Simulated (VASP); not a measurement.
Runs of VASP 6.6.1 on HfO2. It takes space group Fm-3m (No. 225, cubic). The conventional cell has a = 5.058 Å, b = 5.058 Å, c = 5.058 Å, α = 90.00°, β = 90.00°, γ = 90.00°. Hf (site symmetry m-3m) has 8 O at 2.19 Å within 2.9 Å. Within 2.9 Å of O (site symmetry -43m) lie 4 Hf at 2.19 Å and 6 O at 2.53 Å. 

```csv
task,level,potentials or basis,k mesh,cutoff (eV),grid for exact exchange (PRECFOCK),screening parameter,GW scheme,GW iterations,cutoff of the response function,gap on the mesh (eV),pressure (GPa)
single point,PBE,"VASP PAW PBE potentials, release 64 (Hf_pv, O)",4 × 4 × 4,520,-,-,-,-,-,(c),2.1
single point,HSE06,"VASP PAW PBE potentials, release 64 (Hf_pv, O)",4 × 4 × 4,520,Normal,0.2079 1/Å,-,-,-,5.36,-5.3
single point,LDA,"VASP PAW LDA potentials, release 64 (Hf_pv, O)",4 × 4 × 4,600,-,-,-,-,-,(b),-12.3
single point,r2SCAN,"VASP PAW PBE potentials, release 64 (Hf_pv, O)",4 × 4 × 4,660,-,-,-,-,-,4.32,(a)
```

Alike in all rows: no spin polarisation; cell a = 3.577 Å, angles 60.0°, 3 atoms; smearing gaussian 0.01 eV.

**Question.** Fill in the values left out.

**Answer.** (a) -4.3; (b) 3.61; (c) 3.82.

Caveats: all runs use coarse meshes; spin-orbit coupling is left out, which moves the levels of the heavy elements; the PAW data sets were made with another functional, which shifts forces and pressure a little (some runs).

A k mesh can miss the band edges, and the runs leave out spin-orbit coupling on Hf.
